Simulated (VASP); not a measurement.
# B (P-3m1) in VASP: notebook, part 2 of 2

VASP 6.6.1.

### 4 Single point, PBE

The input, INCAR:

```
PREC = Accurate
ENCUT = 520
EDIFF = 1E-6
ISMEAR = 0
SIGMA = 0.1
LREAL = F
LASPH = T
NELM = 80
ALGO = Normal
ISIF = 2
LWAVE = F
LCHARG = T
GGA = PE
LELF = T
LVHAR = T
NBANDS = 20
```

The input, KPOINTS:

```
regular mesh
0
Gamma
  12 12 2
```

The input, POSCAR:

```
B
1.0
    2.3913089555      0.0000000000      0.0000000000
   -1.1956544777      2.0709343037      0.0000000000
    0.0000000000      0.0000000000      9.1757938632
B
7
Direct
    0.0000000000      0.0000000000      0.0000000000
    0.3333333333      0.6666666667      0.1464810808
    0.0000000000      0.0000000000      0.2870894533
    0.6666666667      0.3333333333      0.4318892185
    0.3333333333      0.6666666667      0.5681107815
    0.0000000000      0.0000000000      0.7129105467
    0.6666666667      0.3333333333      0.8535189192
```

Potentials or basis: VASP PAW PBE potentials, release 64 (B).

Command:

```
> cat potpaw_PBE.64/B/POTCAR > POTCAR
> mpirun -np 1 vasp_std > vasp.out
```

OUTCAR:

```text
PREC = Accurate
   ENCUT = 520
   EDIFF = 1E-6
   ISMEAR = 0
   LREAL = F
   LASPH = T
   NELM = 80
   ISIF = 2
   GGA = PE

 ion  position               nearest neighbor table
   1  0.000  0.000  0.000-   2 1.93   7 1.93   2 1.93   7 1.93   7 1.93   2 1.93
   2  0.333  0.667  0.146-   3 1.89   3 1.89   3 1.89   1 1.93   1 1.93   1 1.93
   3  0.000  0.000  0.287-   2 1.89   2 1.89   2 1.89   4 1.92   4 1.92   4 1.92
   4  0.667  0.333  0.432-   5 1.86   5 1.86   5 1.86   3 1.92   3 1.92   3 1.92
   5  0.333  0.667  0.568-   4 1.86   4 1.86   4 1.86   6 1.92   6 1.92   6 1.92
   6  0.000  0.000  0.713-   7 1.89   7 1.89   7 1.89   5 1.92   5 1.92   5 1.92
[... 764 lines left out ...]
  Total       -0.0231365     -0.0231365      0.1112695     -0.0000000      0.0000000     -0.0000000
  in kB       -0.8157621     -0.8157621      3.9232058     -0.0000000      0.0000000     -0.0000000
  external PRESSURE =       0.7638939 kB  Pullay stress =       0.0000000 kB

 VOLUME and BASIS-vectors are now :
 -----------------------------------------------------------------------------
  energy-cutoff  :      520.00
  volume of cell :       45.44
      direct lattice vectors                 reciprocal lattice vectors
     2.391308955  0.000000000  0.000000000     0.418181012  0.241436920  0.000000000
    -1.195654478  2.070934304  0.000000000     0.000000000  0.482873840  0.000000000
     0.000000000  0.000000000  9.175793863     0.000000000  0.000000000  0.108982396

 POSITION                                       TOTAL-FORCE (eV/Angst)
 -----------------------------------------------------------------------------------
      0.00000      0.00000      0.00000         0.000000      0.000000      0.000000
     -0.00000      1.38062      1.34408        -0.000000      0.000000      0.019110
      0.00000      0.00000      2.63427        -0.000000      0.000000      0.027029
      1.19565      0.69031      3.96293         0.000000     -0.000000     -0.023269
     -0.00000      1.38062      5.21287         0.000000      0.000000      0.023269
      0.00000      0.00000      6.54152         0.000000      0.000000     -0.027029
      1.19565      0.69031      7.83171        -0.000000      0.000000     -0.019110
 -----------------------------------------------------------------------------------
    total drift:                                0.000000     -0.000000      0.000000

  FREE ENERGIE OF THE ION-ELECTRON SYSTEM (eV)
  ---------------------------------------------------
  free  energy   TOTEN  =       -38.5334742067 eV

  energy  without entropy=      -38.5251147906  energy(sigma->0) =      -38.52929450
```

Run time: 26 s. Hardware: 1 thread of Intel Xeon Platinum 8488C (Sapphire Rapids), shared host; peak memory 0.16 GiB.

Results:

- Free energy: -38.5335 eV
- Pressure: 0.1 GPa
- Largest force: 0.027 eV/Å
- Band gap on the k mesh: zero (an odd number of electrons rules out a gap without spin polarisation)

Forces in eV/Å, atoms in the order of the input:
```
B    0.000  0.000  0.000
B    0.000  0.000  0.019
B    0.000  0.000  0.027
B    0.000  0.000 -0.023
B    0.000  0.000  0.023
B    0.000  0.000 -0.027
B    0.000  0.000 -0.019
```

### 5 Relaxation of cell and atoms, PBE

This run uses another cell than the first one, of 7.32 Å³/atom.

The input, INCAR:

```
SYSTEM = B
PREC = Accurate
ENCUT = 600
EDIFF = 1E-6
ISMEAR = 0
SIGMA = 0.1
LREAL = .False.
LASPH = .True.
NELM = 60
ALGO = Normal
ISIF = 3
LWAVE = .False.
LCHARG = .False.
GGA = PE
IBRION = 2
NSW = 90
EDIFFG = -0.04
```

The input, KPOINTS:

```
regular mesh
0
Gamma
  6 6 2
  0 0 0
```

The input, POSCAR:

```
B
1.0
    2.4741264900      0.0000000000      0.0000000000
   -1.2370632500      2.1426563900      0.0000000000
    0.0000000000      0.0000000000      9.6651630600
B
7
Direct
    0.0000000000      0.0000000000      0.0000000000
    0.3333333300      0.6666666700      0.1428571400
    0.0000000000      0.0000000000      0.2857142900
    0.6666666700      0.3333333300      0.4285714300
    0.3333333300      0.6666666700      0.5714285700
    0.0000000000      0.0000000000      0.7142857100
    0.6666666700      0.3333333300      0.8571428600
```

Command:

```
> cat potpaw_PBE.64/B/POTCAR > POTCAR
> mpirun -np 1 vasp_std > vasp.out
```

It took 47 s on 1 thread of Intel Xeon Platinum 8488C (Sapphire Rapids), shared host; peak memory 0.16 GiB.

Results (log left out):

```yaml
Free_energy: -38.6730 eV
Relaxed_volume: 6.49 Å³/atom
Relaxed_cell: a = 2.397 Å, b = 2.397 Å, c = 9.125 Å, α = 90.00°, β = 90.00°, γ = 120.00°
Space_group_after_relaxing_to_0.1_Å: P-3m1 (No. 164)
Energy_gained_by_relaxing: 80.3 meV/atom
Ionic_steps: 9
Pressure_after_relaxing: -0.3 GPa
Largest_force_after_relaxing: 0.029 eV/Å
```

Forces on the atoms (eV/Å):
```
B    0.000  0.000  0.000
B    0.000  0.000  0.006
B    0.000  0.000  0.029
B    0.000  0.000  0.010
B    0.000  0.000 -0.010
B    0.000  0.000 -0.029
B    0.000  0.000 -0.006
```

Stress tensor (GPa, compression positive):
```
-0.37  0.00  0.00
 0.00 -0.37  0.00
 0.00  0.00 -0.08
```

The path:
```tsv
step	energy change (eV)	largest force (eV/Å)	pressure (GPa)	volume (Å³)
1	0.0000	0.3280	-24.38	51.24
2	-0.4487	0.2954	13.39	43.38
3	-0.5493	0.3456	-0.26	45.54
4	-0.5492	0.3459	0.37	45.43
5	-0.5606	0.0645	0.68	45.30
6	-0.5607	0.0739	0.71	45.29
7	-0.5618	0.0583	-0.44	45.46
8	-0.5618	0.0574	-0.50	45.47
9	-0.5623	0.0285	-0.27	45.41
```

Final structure:
```
CELL_PARAMETERS angstrom
2.39704 0.00000 0.00000
-1.19852 2.07590 0.00000
0.00000 0.00000 9.12479
ATOMIC_POSITIONS crystal
B 0.00000 0.00000 0.00000
B 0.33333 0.66667 0.14564
B 0.00000 0.00000 0.28610
B 0.66667 0.33333 0.43149
B 0.33333 0.66667 0.56851
B 0.00000 0.00000 0.71390
B 0.66667 0.33333 0.85436
```

Levels at points of the mesh, in eV from the Fermi level:
| k point | band 8 | band 9 | band 10 | band 11 | band 12 | band 13 |
| --- | --- | --- | --- | --- | --- | --- |
| (0.00, 0.00, 0.00) | 5.69 | 5.69 | 6.07 | 6.07 | 7.12 | 7.12 |
| (0.50, 0.00, 0.00) | -4.80 | -3.46 | -2.68 | 0.39 | 1.60 | 1.98 |
| (0.00, 0.00, 0.50) | 5.64 | 5.64 | 5.95 | 6.39 | 6.39 | 6.53 |
| (0.50, 0.00, 0.50) | -5.60 | -2.44 | -1.89 | 0.08 | 0.79 | 0.80 |

Caveat: the k points lie up to 0.50 Å⁻¹ apart in the final cell; the highest band is partly filled, so the run has too few bands.

### 6 Relaxation of cell and atoms, PBE

The input, INCAR:

```
  PREC = Accurate
  ENCUT = 600
  EDIFF = 1E-7
  ISMEAR = 0
  SIGMA = 0.1
  LREAL = F
  LASPH = T
  NELM = 80
  ALGO = Normal
  ISIF = 3
  LWAVE = F
  LCHARG = F
  GGA = PE
  IBRION = 2
  NSW = 90
  EDIFFG = -0.04
```

The input, KPOINTS:

```
Automatic mesh
0
Gamma
  12 12 2
```

The input, POSCAR:

```
B
1.0
    2.3943328554      0.0000000000      0.0000000000
   -1.1971664277      2.0735530779      0.0000000000
    0.0000000000      0.0000000000      9.1511357552
B
7
Direct
    0.0000000000      0.0000000000      0.0000000000
    0.3333333333      0.6666666667      0.1462128023
    0.0000000000      0.0000000000      0.2868581040
    0.6666666667      0.3333333333      0.4318357507
    0.3333333333      0.6666666667      0.5681642493
    0.0000000000      0.0000000000      0.7131418960
    0.6666666667      0.3333333333      0.8537871977
```

Potentials or basis: VASP PAW PBE potentials, release 64 (B).

Command:

```
> cat potpaw_PBE.64/B/POTCAR > POTCAR
> mpirun -np 1 vasp_std > vasp.out
```

Wall time 36 s (1 thread of Intel Xeon Platinum 8488C (Sapphire Rapids), shared host); peak memory 0.17 GiB.

The run converged. Its results:

```
Free energy                           : -38.5373 eV
Relaxed volume                        : 6.50 Å³/atom
Relaxed cell                          : a = 2.393 Å, b = 2.393 Å, c = 9.169 Å, α = 90.00°, β = 90.00°, γ = 120.00°
Space group after relaxing (to 0.1 Å) : P-3m1 (No. 164)
Energy gained by relaxing             : 0.1 meV/atom
Ionic steps                           : 2
Pressure after relaxing               : -0.2 GPa
Largest force after relaxing          : 0.022 eV/Å
```

Forces in eV/Å, atoms in the order of the input:
```
B    0.000  0.000  0.000
B    0.000  0.000  0.016
B    0.000  0.000  0.022
B    0.000  0.000  0.000
B    0.000  0.000  0.000
B    0.000  0.000 -0.022
B    0.000  0.000 -0.016
```

Stress tensor (GPa, compression positive):
```
-0.34  0.00  0.00
 0.00 -0.34  0.00
 0.00  0.00  0.07
```

Step by step:
```csv
step,energy change (eV),largest force (eV/Å),pressure (GPa),volume (Å³)
1,0.0000,0.0409,0.13,45.43
2,-0.0006,0.0220,-0.20,45.47
```

Final structure:
```
CELL_PARAMETERS angstrom
2.39292 0.00000 0.00000
-1.19646 2.07233 0.00000
0.00000 0.00000 9.16874
ATOMIC_POSITIONS crystal
B 0.00000 0.00000 0.00000
B 0.33333 0.66667 0.14643
B 0.00000 0.00000 0.28699
B 0.66667 0.33333 0.43171
B 0.33333 0.66667 0.56829
B 0.00000 0.00000 0.71301
B 0.66667 0.33333 0.85357
```

Levels at points of the mesh, in eV from the Fermi level:
```tsv
k point	band 7	band 8	band 9	band 10	band 11	band 12	band 13	band 14
(0.00, 0.00, 0.00)	-5.14	5.70	5.70	6.02	6.02	7.09	7.09	7.68
(0.50, 0.00, 0.00)	-6.15	-4.93	-3.59	-2.83	0.35	1.41	1.94	1.98
(0.00, 0.00, 0.50)	-3.27	5.61	5.64	5.64	6.37	6.37	6.48	6.48
(0.50, 0.00, 0.50)	-6.85	-5.72	-2.59	-2.03	-0.09	0.72	0.80	1.61
```

Caveat: the highest band is partly filled, so the run has too few bands.

### 7 The runs side by side

```tsv
task	cell	k mesh	cutoff (eV)	gap on the mesh (eV)	pressure (GPa)	relaxed volume (Å³/atom)	largest force (eV/Å)
single point	a = 2.394, b = 2.394, c = 9.151 Å, angles 90.0, 90.0, 120.0°, 7 atoms, atomic positions A	6 × 6 × 2	520	none	-0.1	-	0.01
single point	a = 2.474, b = 2.474, c = 9.665 Å, angles 90.0, 90.0, 120.0°, 7 atoms, atomic positions B	6 × 6 × 2	520	none	-23.7	-	0.37
single point	a = 2.391, b = 2.391, c = 9.176 Å, angles 90.0, 90.0, 120.0°, 7 atoms, atomic positions C	12 × 12 × 2	520	none	0.1	-	0.03
relaxation of cell and atoms	relaxed from a = 2.474, b = 2.474, c = 9.665 Å, angles 90.0, 90.0, 120.0°, 7 atoms, atomic positions B	6 × 6 × 2	600	-	-0.3	6.49	0.03
relaxation of cell and atoms	relaxed from a = 2.394, b = 2.394, c = 9.151 Å, angles 90.0, 90.0, 120.0°, 7 atoms, atomic positions A	12 × 12 × 2	600	-	-0.2	6.50	0.02
```

Alike in all rows: level PBE; potentials or basis VASP PAW PBE potentials, release 64 (B); no spin polarisation; smearing gaussian 0.1 eV.

Caveats: some runs use coarse meshes; the highest band is partly filled, so the run has too few bands (at least some runs).

Absolute energies hang on the potentials; compare differences alone.
